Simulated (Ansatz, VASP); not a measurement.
Two plane-wave programs on Sb

```
Sb
1.0
     3.39240    0.00000    0.00000
    -1.69620    2.93790    0.00000
     0.00000    0.00000    5.62598
Sb
2
Direct
  0.33333 0.66667 0.25000
  0.66667 0.33333 0.75000
```

Alike in both runs: functional RPBE; k mesh 11 × 11 × 6; occupations fermi-dirac, width 0.1 eV; no spin polarisation.

Ansatz relaxed the structure, and its values are those at the end. VASP's run is a single point on that final structure, the one shown.

|  | VASP | Ansatz |
| --- | --- | --- |
| version | VASP 6.6.1 | Ansatz 0.2.0 |
| potentials or method | VASP PAW PBE potentials, release 64 (Sb), cutoff 520 eV | plane waves (420 eV) with PAW, scalar-relativistic |
| valence electrons in the cell | 10 | 30 |

|  | VASP | Ansatz | Ansatz less VASP |
| --- | --- | --- | --- |
| pressure (GPa) | -0.2 | 0.0 | +0.20 |

VASP's potentials were made for PBE, not for RPBE. VASP's potentials hold 10 valence electrons a cell and Ansatz's 30, so a difference there can come from the potentials and not from the codes.

Spin-orbit coupling is off throughout.
